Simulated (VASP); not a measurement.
Set up this calculation in VASP 6.6.1, as the native input.

| Quantity | Value |
| --- | --- |
| Task | single point |
| Functional | LDA |
| Potentials or basis | VASP PAW LDA potentials, release 64 (Tc_pv, B) |
| Cutoff | 520 eV |
| k mesh | 9 × 9 × 8 |
| Occupations | gaussian, width 0.3 eV |
| Spin | no spin polarisation |
| Dipole correction | no |
| Further INCAR settings | ALGO = Normal; EDIFF = 1e-06; NBANDS = 15 |

The structure of TcB lies in POSCAR:

```
TcB
1.0
    2.8803890000      0.0000000000      0.0000000000
   -1.4401940000      2.4944900000      0.0000000000
    0.0000000000      0.0000000000      2.9455520000
Tc B
1 1
Direct
    0.0000000000      0.0000000000      0.0000000000
    0.3333333333      0.6666666667      0.5000000000
```

These files were run (other wordings do the same):

INCAR

```
SYSTEM = TcB
PREC = Accurate
ENCUT = 520
EDIFF = 1E-6
ISMEAR = 0
SIGMA = 0.3
LREAL = .FALSE.
LASPH = .TRUE.
NELM = 60
ALGO = Normal
ISIF = 2
LWAVE = .FALSE.
LCHARG = .FALSE.
GGA = CA
NBANDS = 15
```

KPOINTS

```
Automatic mesh
0
G
  9 9 8
  0 0 0
```

Potentials or basis: VASP PAW LDA potentials, release 64 (Tc_pv, B).

Command:

```bash
$ cat potpaw_LDA.64/Tc_pv/POTCAR potpaw_LDA.64/B/POTCAR > POTCAR
$ mpirun -np 1 vasp_std > vasp.out
```

Results of the run:

- Pressure: -14.6 GPa
- Band gap on the k mesh: zero (band 8 reaches 11.67 eV, above the bottom of band 9 at 9.31 eV)

It took 11 s on 1 thread of AMD EPYC 9R14 (Zen 4), on a shared host, peak memory 0.11 GiB.
